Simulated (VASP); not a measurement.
Input of a VASP 6.6.1 run:

INCAR

```
ALGO = Normal ; EDIFF = 1E-6
ENCUT = 520 ; GGA = PS
ISIF = 2 ; ISMEAR = 0
LASPH = T ; LCHARG = F
LREAL = F ; LWAVE = F
NBANDS = 32 ; NELM = 100
PREC = Accurate ; SIGMA = 0.01
```

The input KPOINTS:

```
k-points
0
Gamma
  6 6 6
```

Contents of POSCAR:

```
Bi2Te2Se
1.0
    2.1609690000      1.2476360000     10.5855710000
   -2.1609690000      1.2476360000     10.5855710000
    0.0000000000     -2.4952720000     10.5855710000
Bi Te Se
2 2 1
Direct
    0.6082790000      0.6082790000      0.6082790000
    0.3917210000      0.3917210000      0.3917210000
    0.2195950000      0.2195950000      0.2195950000
    0.7804050000      0.7804050000      0.7804050000
    0.0000000000      0.0000000000      0.0000000000
```

Potentials or basis: VASP PAW PBE potentials, release 64 (Bi_d, Te, Se).

Launch:

```sh
$ cat potpaw_PBE.64/Bi_d/POTCAR potpaw_PBE.64/Te/POTCAR potpaw_PBE.64/Se/POTCAR > POTCAR
$ mpirun -np 1 vasp_std > vasp.out
```

Task: Predict the band gap on the k mesh.

Result: 0.40 eV.

Task: Predict the pressure.

Result: -1.5 GPa.

Forces on the atoms (eV/Å):
```
Bi   0.000  0.000  0.071
Bi   0.000  0.000 -0.071
Te   0.000  0.000  0.008
Te   0.000  0.000 -0.008
Se   0.000  0.000  0.000
```

Caveat: the PAW data sets were made with another functional, which shifts forces and pressure a little; spin-orbit coupling is left out, which moves the levels of the heavy elements. A k mesh can miss the band edges.
